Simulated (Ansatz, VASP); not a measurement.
**InSe in VASP and in Ansatz**

```
In Se
1.0
     5.82852   -2.04121    0.00000
     5.82852    2.04121    0.00000
    -1.58868    0.00000    4.29464
In Se
2 2
Direct
  0.88400 0.88400 0.00500
  0.11600 0.11600 0.99500
  0.66000 0.66000 0.64200
  0.34000 0.34000 0.35800
```

Change from the starting cell: volume scaled by 0.98, crystal datasets.

Alike in both runs: task electric field gradients; functional PBEsol; k mesh 7 × 7 × 6; occupations fermi-dirac, width 0.02 eV; no spin polarisation.

```csv
,VASP,Ansatz
version,VASP 6.6.1,Ansatz 0.2.0
potentials or method,"VASP PAW PBE potentials, release 64 (In_d, Se), cutoff 520 eV","all-electron PAW with datasets made for the crystal, scalar-relativistic"
```

Ansatz gave:

```
gap on the k mesh at the Fermi level (eV)                     : 0.94
pressure (GPa)                                                : 1.1
traceless stress, the component that is largest in VASP (GPa) : 2.44
rms of the force components (eV/Å)                            : 0.386
size of Vzz on the site where it differs most (V/Å²)          : 184.5
```

**Question.** Estimate VASP's values.

**Answer.** gap on the k mesh at the Fermi level (eV): 0.93; pressure (GPa): 1.2; traceless stress, the component that is largest in VASP (GPa): 2.46; rms of the force components (eV/Å): 0.388; size of Vzz on the site where it differs most (V/Å²): 188.4.

VASP's potentials were made for PBE, not for PBEsol. Atom by atom the forces differ by 0.010 eV/Å (rms over components). Ansatz ran all-electron here, and VASP with PAW potentials.
